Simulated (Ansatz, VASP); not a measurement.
# Ta in VASP and in Ansatz

```xyz
3
Lattice="4.7126 0.0000 0.0000 -2.3563 4.0812 0.0000 0.0000 0.0000 2.8659" Properties=species:S:1:pos:R:3 pbc="T T T"
Ta    0.0000    2.7208    0.4771
Ta    0.0000    0.0000    1.4329
Ta    2.3563    1.3604    2.3888
```

Alike in both runs: functional PBE; k mesh 6 × 6 × 6; occupations gaussian, width 0.1 eV; no spin polarisation.

Ansatz relaxed the structure, and its values are those at the end. VASP's run is a single point on that final structure, the one shown.

```csv
,VASP,Ansatz
version,VASP 6.6.1,Ansatz 0.2.0
potentials or method,"VASP PAW PBE potentials, release 64 (Ta_pv), cutoff 520 eV","scalar-relativistic, plane waves, PAW"
valence electrons in the cell,33,39
```

```csv
,VASP,Ansatz,Ansatz less VASP
gap on the k mesh at the Fermi level (eV),none,none,-
pressure (GPa),0.1,0.0,-0.08
```

A gap of «none» marks a metal or a gap that the smearing closes. VASP's potentials hold 33 valence electrons a cell and Ansatz's 39, so a difference there can come from the potentials and not from the codes.

The k mesh is coarse, so the values compare programs but aren't converged. Spin-orbit coupling is off throughout.
